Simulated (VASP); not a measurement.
TiO2: single point with PBEsol

Crystal: TiO2.

```
Ti O
1.0
     6.01892   -1.84643   -0.00437
     6.01892    1.84643   -0.00437
    -1.89070    0.00000    6.30267
Ti O
4 8
Direct
  0.80662 0.80662 0.71973
  0.10105 0.10105 0.71024
  0.19338 0.19338 0.28027
  0.89895 0.89895 0.28976
  0.05887 0.05887 0.37237
  0.63836 0.63836 0.70680
  0.13182 0.13182 0.00249
  0.94113 0.94113 0.62763
  0.73534 0.73534 0.34697
  0.86818 0.86818 0.99751
  0.26466 0.26466 0.65303
  0.36164 0.36164 0.29320
```

This cell differs from its parent crystal: biaxial strain in the a-b plane: -1.0 %, then relaxed in part.

| Property | Result |
| --- | --- |
| Program | VASP 6.6.1 |
| Task | single point |
| Functional | PBEsol |
| Potentials or basis | VASP PAW PBE potentials, release 64 (Ti_sv, O) |
| Cutoff | 520 eV |
| k mesh | 6 × 6 × 4 |
| Occupations | gaussian, width 0.02 eV |
| Spin | no spin polarisation |

```yaml
Pressure: 3.2 GPa
Largest_force: 0.078 eV/Å
Band_gap_on_the_k_mesh: 2.84 eV (least direct gap 3.07 eV)
```

Forces in eV/Å, atoms in the order of the input:
```
Ti  -0.005  0.000 -0.078
Ti   0.021  0.000 -0.022
Ti   0.005  0.000  0.078
Ti  -0.021  0.000  0.022
O    0.020  0.000  0.013
O   -0.011  0.000  0.001
O   -0.018  0.000 -0.050
O   -0.020  0.000 -0.013
O   -0.005  0.000  0.016
O    0.018  0.000  0.050
O    0.005  0.000 -0.016
O    0.011  0.000 -0.001
```

Stress tensor (GPa, compression positive):
```
4.08 0.00 0.04
0.00 4.63 0.00
0.04 0.00 0.75
```

Levels at points of the mesh, in eV from the valence-band top:
```tsv
k point	band 46	band 47	band 48	band 49	band 50	band 51
(0.00, 0.00, 0.00)	-0.71	-0.32	-0.23	2.84	3.28	3.44
(0.50, 0.00, 0.00)	-0.46	-0.23	-0.15	3.26	3.38	3.83
(0.50, 0.50, 0.00)	-0.61	-0.41	-0.13	3.04	3.06	3.67
(0.00, 0.00, 0.50)	-0.65	-0.60	-0.43	3.00	3.28	3.44
(0.50, 0.00, 0.50)	-0.51	-0.10	0.00	3.34	3.36	3.68
(0.50, 0.50, 0.50)	-0.36	-0.23	-0.22	3.19	3.27	3.43
```

Run time: 12 min on 1 thread of Intel(R) Xeon(R) Platinum 8488C (Sapphire Rapids), on a shared host, peak memory 0.5 GiB.

Caveat: the cell differs from its parent crystal (biaxial strain in the a-b plane: -1.0 %, then relaxed in part); the cell stands under pressure; the PAW data sets were made with another functional, which shifts forces and pressure a little. A k mesh can miss the band edges.
